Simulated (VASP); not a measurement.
Write the native input for VASP 6.6.1 that does the following.

| Property | Result |
| --- | --- |
| Task | single point |
| Functional | PBE |
| Potentials or basis | VASP PAW PBE potentials, release 64 (Be, B, N) |
| Cutoff | 520 eV |
| k mesh | 6 × 6 × 4 |
| Occupations | gaussian, width 0.1 eV |
| Spin | no spin polarisation |
| Dipole correction | no |
| Further INCAR settings | ALGO = Normal; EDIFF = 1e-06; NBANDS = 22 |

The structure of BeB3N3 lies in POSCAR:

```
BeB3N3
1.0
    4.8681626019      0.0000000000      0.0000000000
   -2.4340813010      4.2159524830      0.0000000000
    0.0000000000      0.0000000000      3.7385535742
Be B N
1 3 3
Direct
    0.0000000000      0.0000000000      0.8953439664
    0.0000000000      0.0000000000      0.3980365128
    0.3333333333      0.6666666667      0.6271925460
    0.6666666667      0.3333333333      0.6271925460
    0.5000000000      0.0000000000      0.6286456296
    0.0000000000      0.5000000000      0.6286456296
    0.5000000000      0.5000000000      0.6286456296
```

The input as run:

INCAR

```
SYSTEM = BeB3N3
  PREC = Accurate
  ENCUT = 520
  EDIFF = 1E-6
  ISMEAR = 0
  SIGMA = 0.1
  LREAL = .False.
  LASPH = .True.
  NELM = 100
  ALGO = Normal
  ISIF = 2
  LWAVE = .False.
  LCHARG = .False.
  GGA = PE
  NBANDS = 22
```

KPOINTS

```
Automatic mesh
0
Gamma
  6 6 4
  0 0 0
```

Potentials or basis: VASP PAW PBE potentials, release 64 (Be, B, N).

Command:

```bash
$ cat potpaw_PBE.64/Be/POTCAR potpaw_PBE.64/B/POTCAR potpaw_PBE.64/N/POTCAR > POTCAR
$ mpirun -np 1 vasp_std > vasp.out
```

It gave:

```json
{"Pressure": "-0.1 GPa", "Largest force": "0.007 eV/Å"}
```

Caveat: the k points lie up to 0.42 Å⁻¹ apart.

It took 26 s on 1 thread of Intel(R) Xeon(R) 6975P-C (Granite Rapids), with other jobs on the host, peak memory 0.19 GiB.
